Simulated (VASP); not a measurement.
# BeS (F-43m) in VASP: notebook

The runs below take BeS through single point, with PBE.

All numbers are computed with VASP 6.6.1; they aren't measurements. Logs are shortened: lines on timing, memory, paths and dates and some standing lists are left out, and cuts for length are marked.

## 1. The cell of the first run

The structure is cubic, space group F-43m (No. 216). Conventional cell: a = 4.924 Å, b = 4.924 Å, c = 4.924 Å, α = 90.00°, β = 90.00°, γ = 90.00°. Be (site symmetry -43m) has 4 S at 2.13 Å within 2.8 Å. Within 2.8 Å of S (site symmetry -43m) lie 4 Be at 2.13 Å.

## 2. Single point, PBE (volume scaled by 1.03)

INCAR

```
SYSTEM = BeS
ALGO     = Normal         ! electronic algorithm
EDIFF    = 1E-6           ! SCF threshold, eV
ENCUT    = 520            ! plane-wave cutoff, eV
GGA      = PE             ! functional
ISIF     = 2              ! what is computed and relaxed
ISMEAR   = 0              ! smearing method
LASPH    = .True.         ! aspherical terms in the spheres
LCHARG   = .False.        ! write CHGCAR
LREAL    = .False.        ! projectors in reciprocal space
LWAVE    = .False.        ! write WAVECAR
NBANDS   = 11             ! bands
NELM     = 60             ! most SCF steps
PREC     = Accurate       ! precision mode
SIGMA    = 0.02           ! smearing width, eV
```

KPOINTS

```
k-points
0
Gamma
  8 8 8
  0 0 0
```

POSCAR

```
BeS
1.0
    0.0000000000      2.4620583059      2.4620583059
    2.4620583059      0.0000000000      2.4620583059
    2.4620583059      2.4620583059      0.0000000000
Be S
1 1
Direct
    0.0000000000      0.0000000000      0.0000000000
    0.2500000000      0.2500000000      0.2500000000
```

Potentials or basis: VASP PAW PBE potentials, release 64 (Be, S).

Started as:

```bash
$ cat potpaw_PBE.64/Be/POTCAR potpaw_PBE.64/S/POTCAR > POTCAR
$ mpirun -np 1 vasp_std > vasp.out
```

OUTCAR:

```text
SYSTEM = BeS
   EDIFF = 1E-6
   ENCUT = 520
   GGA = PE
   ISIF = 2
   ISMEAR = 0
   LASPH = .True.
   LREAL = .False.
   NELM = 60
   PREC = Accurate

 ion  position               nearest neighbor table
   1  0.000  0.000  0.000-   2 2.13   2 2.13   2 2.13   2 2.13
   2  0.250  0.250  0.250-   1 2.13   1 2.13   1 2.13   1 2.13

  LATTYP: Found a face centered cubic cell.
 ALAT       =     4.9241166118

  Lattice vectors:

 A1 = (   0.0000000000,   2.4620583059,   2.4620583059)
 A2 = (   2.4620583059,   0.0000000000,   2.4620583059)
 A3 = (   2.4620583059,   2.4620583059,   0.0000000000)

Analysis of symmetry for initial positions (statically):
=====================================================================
 Subroutine PRICEL returns:
 Original cell was already a primitive cell.

 Routine SETGRP: Setting up the symmetry group for a
 face centered cubic supercell.

 Subroutine GETGRP returns: Found 24 space group operations
 (whereof 24 operations were pure point group operations)
 out of a pool of 48 trial point group operations.

The static configuration has the point symmetry T_d .

Analysis of symmetry for dynamics (positions and initial velocities):
=====================================================================
 Subroutine PRICEL returns:
 Original cell was already a primitive cell.

 Routine SETGRP: Setting up the symmetry group for a
 face centered cubic supercell.

 Subroutine GETGRP returns: Found 24 space group operations
 (whereof 24 operations were pure point group operations)
 out of a pool of 48 trial point group operations.

The dynamic configuration has the point symmetry T_d .

 Subroutine INISYM returns: Found 24 space group operations
 (whereof 24 operations are pure point group operations),
 and found     1 'primitive' translations

----------------------------------------------------------------------------------------

                                     Primitive cell

  volume of cell :      29.8487

  direct lattice vectors                    reciprocal lattice vectors
     0.000000000  2.462058306  2.462058306    -0.203082112  0.203082112  0.203082112
     2.462058306  0.000000000  2.462058306     0.203082112 -0.203082112  0.203082112
     2.462058306  2.462058306  0.000000000     0.203082112  0.203082112 -0.203082112

  length of vectors
     3.481876248  3.481876248  3.481876248     0.351748536  0.351748536  0.351748536

  position of ions in fractional coordinates (direct lattice)
     0.000000000  0.000000000  0.000000000
     0.250000000  0.250000000  0.250000000

  ion indices of the primitive-cell ions
   primitive index   ion index
                 1           1
                 2           2

----------------------------------------------------------------------------------------

 KPOINTS: k-points

Automatic generation of k-mesh.
 Grid dimensions read from file:
 generate k-points for:    8    8    8

 Generating k-lattice:

  Cartesian coordinates                     Fractional coordinates (reciprocal lattice)
    -0.025385264  0.025385264  0.025385264     0.125000000  0.000000000  0.000000000
     0.025385264 -0.025385264  0.025385264     0.000000000  0.125000000  0.000000000
     0.025385264  0.025385264 -0.025385264     0.000000000  0.000000000  0.125000000

  Length of vectors
     0.043968567  0.043968567  0.043968567

  Shift w.r.t. Gamma in fractional coordinates (k-lattice)
     0.000000000  0.000000000  0.000000000

 Subroutine IBZKPT returns following result:
 ===========================================

 Found     29 irreducible k-points:

 Following reciprocal coordinates:
            Coordinates               Weight
  0.000000  0.000000  0.000000      1.000000
  0.125000  0.000000  0.000000      8.000000
  0.250000  0.000000  0.000000      8.000000
  0.375000  0.000000  0.000000      8.000000
  0.500000  0.000000  0.000000      4.000000
  0.125000  0.125000  0.000000      6.000000
[... 16 lines left out ...]
  0.500000  0.250000  0.125000     48.000000
 -0.375000  0.250000  0.125000     24.000000
 [... further k-points ...]
   k-points           NKPTS =     29   k-points in BZ     NKDIM =     29   number of bands    NBANDS=     11
   number of dos      NEDOS =    301   number of ions     NIONS =      2
   total plane-waves  NPLWV =  21952
   dimension x,y,z NGX =    28 NGY =   28 NGZ =   28
   dimension x,y,z NGXF=    56 NGYF=   56 NGZF=   56
   ions per type =               1   1
   NGX,Y,Z   is equivalent  to a cutoff of  13.37, 13.37, 13.37 a.u.
   NGXF,Y,Z  is equivalent  to a cutoff of  26.74, 26.74, 26.74 a.u.
 SYSTEM =  BeS
   PREC   = accura    normal or accurate (medium, high low for compatibility)
   ISTART =      0    job   : 0-new  1-cont  2-samecut
   ICHARG =      2    charge: 1-file 2-atom 10-const
   ISPIN  =      1    spin polarized calculation?
   LNONCOLLINEAR =      F non collinear calculations
   LSORBIT =      F    spin-orbit coupling
   LASPH  =      T    aspherical Exc in radial PAW
   ENCUT  =  520.0 eV  38.22 Ry    6.18 a.u.   6.47  6.47  6.47*2*pi/ulx,y,z
   NELM   =     60;   NELMIN=  2; NELMDL= -5     # of ELM steps
   EDIFF  = 0.1E-05   stopping-criterion for ELM
   LREAL  =      F    real-space projection
   EDIFFG = 0.1E-04   stopping-criterion for IOM
   NSW    =      0    number of steps for IOM
   IBRION =     -1    ionic relax: 0-MD 1-quasi-New 2-CG
   NFREE  =      0    steps in history (QN), initial steepest desc. (CG)
   ISIF   =      2    stress and relaxation
   ISYM   =      2    0-nonsym 1-usesym 2-fastsym
   POTIM  = 0.5000    time-step for ionic-motion
   TEBEG  =    0.0;   TEEND  =   0.0 temperature during run
   PSTRESS=    0.0 pullay stress
   NELECT =       8.0000    total number of electrons
   NUPDOWN=      -1.0000    fix difference up-down
   EMIN   =  10.00;   EMAX   =-10.00  energy-range for DOS
   EFERMI =   0.00;   METHOD = LEGACY
   ISMEAR =     0;   SIGMA  =   0.02  broadening in eV -4-tet -1-fermi 0-gaus
   EFERMI_NEDOS =   21; number of points for ismear=-14 and -15
   IALGO  =     38    algorithm
   IMIX   =      4    mixing-type and parameters
     AMIX     =   0.40;   BMIX     =  1.00
     AMIX_MAG =   1.60;   BMIX_MAG =  1.00
  volume/ion in A,a.u.               =      14.92       100.71
  Fermi-wavevector in a.u.,A,eV,Ry     =   1.055512  1.994628 15.158326  1.114106
  Thomas-Fermi vector in A             =   2.190713
   LORBIT       =      0    0 simple, 1 ext, 2 COOP (PROOUT), +10 PAW based schemes
   GGA     = PE    functional components
   LHFCALC =     F    Hartree Fock is set to
   AEXX    =    0.0000 exact exchange contribution
   IVDW    =     0    specifies the selected vdW correction
   LEPSILON=     F    determine dielectric tensor
   LRPA    =     F    only Hartree local field effects (RPA)
 non-spin polarized calculation
 Gauss-broadening in eV      SIGMA  =   0.02
  energy-cutoff  :      520.00
  volume of cell :       29.85
 maximum number of plane-waves:       821
 NGX is ok and might be reduce to    28
   NGX = 13   NGY = 13   NGZ = 13

 number of electron       7.9999999 magnetization

 Free energy of the ion-electron system (eV)
  ---------------------------------------------------
  ext. energy  EPLUGINS =         0.00000000
  ---------------------------------------------------
  free energy    TOTEN  =       -10.00647534 eV

  energy without entropy =      -10.00647534  energy(sigma->0) =      -10.00647534

 E-fermi :   3.8384     XC(G=0):  -9.5437

 val. band max:        3.7148723154   @ k =   0.0000   0.0000   0.0000
 cond. band min:       6.9228870251   @ k =   0.5000   0.5000   0.0000
 fundamental gap:      3.2080147097
 Fermi energy:         3.8384349818

 k-point     1 :       0.0000    0.0000    0.0000
  band No.  band energies     occupation
      1      -9.6803      2.00000
      2       3.7149      2.00000
      3       3.7149      2.00000
      4       3.7149      2.00000
      5       9.2215      0.00000
      6       9.3988      0.00000
      7       9.3988      0.00000
      8       9.3988      0.00000
      9      16.4382      0.00000
     10      16.4382      0.00000
     11      18.2350      0.00000

 k-point     2 :       0.1250    0.0000    0.0000
  band No.  band energies     occupation
      1      -9.5137      2.00000
      2       2.5651      2.00000
      3       3.5297      2.00000
      4       3.5297      2.00000
      5       9.1990      0.00000
      6       9.7348      0.00000
      7       9.7348      0.00000
      8      10.5834      0.00000
      9      15.7733      0.00000
     10      15.7733      0.00000
     11      18.1757      0.00000

 k-point     3 :       0.2500    0.0000    0.0000
  band No.  band energies     occupation
      1      -9.0573      2.00000
      2       0.5578      2.00000
      3       3.1566      2.00000
      4       3.1566      2.00000
      5       9.1298      0.00000
      6      10.2604      0.00000
      7      10.2604      0.00000
      8      12.6473      0.00000
      9      15.5326      0.00000
     10      15.5326      0.00000
     11      17.7479      0.00000

 k-point     4 :       0.3750    0.0000    0.0000
  band No.  band energies     occupation
      1      -8.4851      2.00000
      2      -1.1093      2.00000
      3       2.8530      2.00000
      4       2.8530      2.00000
      5       9.0580      0.00000
      6      10.3457      0.00000
      7      10.3457      0.00000
      8      14.2182      0.00000
      9      16.8131      0.00000
     10      16.8131      0.00000
     11      17.8066      0.00000

 k-point     5 :       0.5000    0.0000    0.0000
  band No.  band energies     occupation
      1      -8.1920      2.00000
      2      -1.7856      2.00000
      3       2.7416      2.00000
      4       2.7416      2.00000
      5       9.0276      0.00000
      6      10.2829      0.00000
      7      10.2829      0.00000
      8      14.7010      0.00000
      9      18.4431      0.00000
     10      18.4431      0.00000
     11      18.5038      0.00000
[... 211 lines left out ...]
 k-point    21 :       0.5000    0.5000    0.0000
  band No.  band energies     occupation
      1      -7.6918      2.00000
      2      -1.0771      2.00000
      3       1.2270      2.00000
      4       1.2270      2.00000
      5       6.9229      0.00000
      6       8.6655      0.00000
      7      16.1298      0.00000
      8      16.1298      0.00000
      9      18.6817      0.00000
     10      19.8999      0.00000
     11      20.3378      0.00000

 k-point    22 :       0.3750    0.2500    0.1250
  band No.  band energies     occupation
      1      -8.6863      2.00000
      2       0.3221      2.00000
      3       1.6987      2.00000
      4       2.6626      2.00000
      5       9.2282      0.00000
      6      10.8536      0.00000
      7      11.1514      0.00000
      8      12.1323      0.00000
      9      15.1003      0.00000
     10      17.8981      0.00000
     11      19.3317      0.00000

 k-point    23 :       0.5000    0.2500    0.1250
  band No.  band energies     occupation
      1      -8.1860      2.00000
      2      -0.7624      2.00000
      3       1.1782      2.00000
      4       2.2213      2.00000
      5       9.6928      0.00000
      6      10.4632      0.00000
      7      12.0000      0.00000
      8      12.8556      0.00000
      9      16.1088      0.00000
     10      17.8306      0.00000
     11      19.8282      0.00000

 k-point    24 :      -0.3750    0.2500    0.1250
  band No.  band energies     occupation
      1      -7.9384      2.00000
      2      -1.2755      2.00000
      3       1.0807      2.00000
      4       1.9921      2.00000
      5       9.8319      0.00000
      6      10.1858      0.00000
      7      12.6432      0.00000
      8      14.0182      0.00000
      9      14.9920      0.00000
     10      18.7633      0.00000
     11      19.3319      0.00000

 [... further k-points ...]
[... 5 lines left out ...]
  --------------------------------------------------------------------------------------
  -------------------------------------------------------------------------------------
  Total       -0.4783256     -0.4783256     -0.4783256     -0.0000000     -0.0000000     -0.0000000
  in kB      -25.6749286    -25.6749286    -25.6749286     -0.0000000     -0.0000000     -0.0000000
  external PRESSURE =     -25.6749286 kB  Pullay stress =       0.0000000 kB

 VOLUME and BASIS-vectors are now :
 -----------------------------------------------------------------------------
  energy-cutoff  :      520.00
  volume of cell :       29.85
      direct lattice vectors                 reciprocal lattice vectors
     0.000000000  2.462058306  2.462058306    -0.203082112  0.203082112  0.203082112
     2.462058306  0.000000000  2.462058306     0.203082112 -0.203082112  0.203082112
     2.462058306  2.462058306  0.000000000     0.203082112  0.203082112 -0.203082112

 POSITION                                       TOTAL-FORCE (eV/Angst)
 -----------------------------------------------------------------------------------
      0.00000      0.00000      0.00000        -0.000000     -0.000000     -0.000000
      1.23103      1.23103      1.23103         0.000000      0.000000      0.000000
 -----------------------------------------------------------------------------------
    total drift:                                0.000000      0.000000     -0.000000

  FREE ENERGIE OF THE ION-ELECTRON SYSTEM (eV)
  ---------------------------------------------------
  free  energy   TOTEN  =       -10.0064753370 eV

  energy  without entropy=      -10.0064753370  energy(sigma->0) =      -10.00647534
```

It took 14 s on 1 thread of Intel Xeon 8259CL, shared host; peak memory 0.15 GiB.

Results:

| Property | Result |
| --- | --- |
| Free energy | -10.0065 eV |
| Pressure | -2.6 GPa |
| Band gap on the k mesh | 3.21 eV, indirect (least direct gap 5.51 eV) |

Levels at points of the mesh, in eV from the valence-band top:
```csv
k point,band 1,band 2,band 3,band 4,band 5,band 6,band 7,band 8,band 9
"(0.00, 0.00, 0.00)",-13.40,0.00,0.00,0.00,5.51,5.68,5.68,5.68,12.72
"(0.50, 0.00, 0.00)",-11.91,-5.50,-0.97,-0.97,5.31,6.57,6.57,10.99,14.73
"(0.50, 0.50, 0.00)",-11.41,-4.79,-2.49,-2.49,3.21,4.95,12.41,12.41,14.97
```

Caveat: the cell differs from its parent crystal (volume scaled by 1.03).

## 3. Single point, PBE (volume scaled by 1.06)

INCAR

```
PREC     = Accurate       # precision mode
ENCUT    = 520            # plane-wave cutoff, eV
EDIFF    = 1E-7           # SCF threshold, eV
ISMEAR   = 0              # smearing method
SIGMA    = 0.02           # smearing width, eV
LREAL    = F              # projectors in reciprocal space
LASPH    = T              # aspherical terms in the spheres
NELM     = 80             # most SCF steps
ALGO     = Normal         # electronic algorithm
ISIF     = 2              # what is computed and relaxed
LWAVE    = F              # write WAVECAR
LCHARG   = F              # write CHGCAR
GGA      = PE             # functional
NBANDS   = 11             # bands
```

KPOINTS

```
regular mesh
0
Gamma
  8 8 8
```

POSCAR

```
BeS
1.0
    0.0000000000      2.4857333958      2.4857333958
    2.4857333958      0.0000000000      2.4857333958
    2.4857333958      2.4857333958      0.0000000000
Be S
1 1
Direct
    0.0000000000      0.0000000000      0.0000000000
    0.2500000000      0.2500000000      0.2500000000
```

Potentials or basis: VASP PAW PBE potentials, release 64 (Be, S).

Started as:

```bash
$ cat potpaw_PBE.64/Be/POTCAR potpaw_PBE.64/S/POTCAR > POTCAR
$ mpirun -np 1 vasp_std > vasp.out
```

Run time: 15 s. Hardware: 1 thread of Intel Xeon 8259CL, shared host; peak memory 0.15 GiB.

It converged, with:

```
Free energy            : -9.9865 eV
Pressure               : -4.8 GPa
Band gap on the k mesh : 3.26 eV, indirect (least direct gap 5.27 eV)
```

Levels at points of the mesh, in eV from the valence-band top:
```
           k point  band 1  band 2  band 3  band 4  band 5  band 6  band 7  band 8  band 9
(0.00, 0.00, 0.00)  -13.22    0.00    0.00    0.00    5.27    5.69    5.69    5.69   12.66
(0.50, 0.00, 0.00)  -11.80   -5.33   -0.94   -0.94    5.21    6.57    6.57   10.84   14.54
(0.50, 0.50, 0.00)  -11.33   -4.65   -2.40   -2.40    3.26    4.96   12.18   12.18   14.61
```

Caveat: the cell differs from its parent crystal (volume scaled by 1.06).

## 4. Single point, PBE

This run uses another cell than the first one, of 14.49 Å³/atom, 0.971 times its volume.

INCAR

```
SYSTEM = BeS
PREC = Accurate
ENCUT = 600
EDIFF = 1E-6
ISMEAR = 0
SIGMA = 0.05
LREAL = .FALSE.
LASPH = .TRUE.
NELM = 120
ALGO = Normal
ISIF = 2
LWAVE = .FALSE.
LCHARG = .FALSE.
GGA = PE
NBANDS = 11
GGA_COMPAT = .FALSE.
```

KPOINTS

```
regular mesh
0
G
  8 8 8
  0 0 0
```

POSCAR

```
BeS
1.0
    0.0000000000      2.4379189068      2.4379189068
    2.4379189068      0.0000000000      2.4379189068
    2.4379189068      2.4379189068      0.0000000000
Be S
1 1
Direct
    0.0000000000      0.0000000000      0.0000000000
    0.7500000000      0.7500000000      0.7500000000
```

Started as:

```bash
$ cat potpaw_PBE.64/Be/POTCAR potpaw_PBE.64/S/POTCAR > POTCAR
$ mpirun -np 1 vasp_std > vasp.out
```

Run time: 14 s. Hardware: 1 thread of AMD EPYC 7R13, shared host; peak memory 0.12 GiB.

Results (log left out):

| Property | Result |
| --- | --- |
| Free energy | -10.0135 eV |
| Pressure | 0.1 GPa |
| Band gap on the k mesh | 3.15 eV, indirect (least direct gap 5.68 eV) |

Levels at points of the mesh, in eV from the valence-band top:
| k point | band 1 | band 2 | band 3 | band 4 | band 5 | band 6 | band 7 | band 8 |
| --- | --- | --- | --- | --- | --- | --- | --- | --- |
| (0.00, 0.00, 0.00) | -13.59 | 0.00 | 0.00 | 0.00 | 5.68 | 5.68 | 5.68 | 5.75 |
| (0.50, 0.00, 0.00) | -12.02 | -5.69 | -1.01 | -1.01 | 5.42 | 6.57 | 6.57 | 11.13 |
| (0.50, 0.50, 0.00) | -11.49 | -4.94 | -2.59 | -2.59 | 3.15 | 4.93 | 12.65 | 12.65 |

A k mesh can miss the band edges. As with any semilocal functional, this PBE gap is likely too small.

## 5. The runs side by side

```csv
cell,cutoff (eV),smearing,gap on the mesh (eV),pressure (GPa)
"a = 3.482 Å, angles 60.0°, 2 atoms",520,gaussian 0.02 eV,3.21,-2.6
"a = 3.515 Å, angles 60.0°, 2 atoms",520,gaussian 0.02 eV,3.26,-4.8
"a = 3.448 Å, angles 60.0°, 2 atoms",600,gaussian 0.05 eV,3.15,0.1
```

Alike in all rows: task single point; level PBE; potentials or basis VASP PAW PBE potentials, release 64 (Be, S); no spin polarisation; k mesh 8 × 8 × 8.

Absolute energies hang on the potentials; compare differences alone.
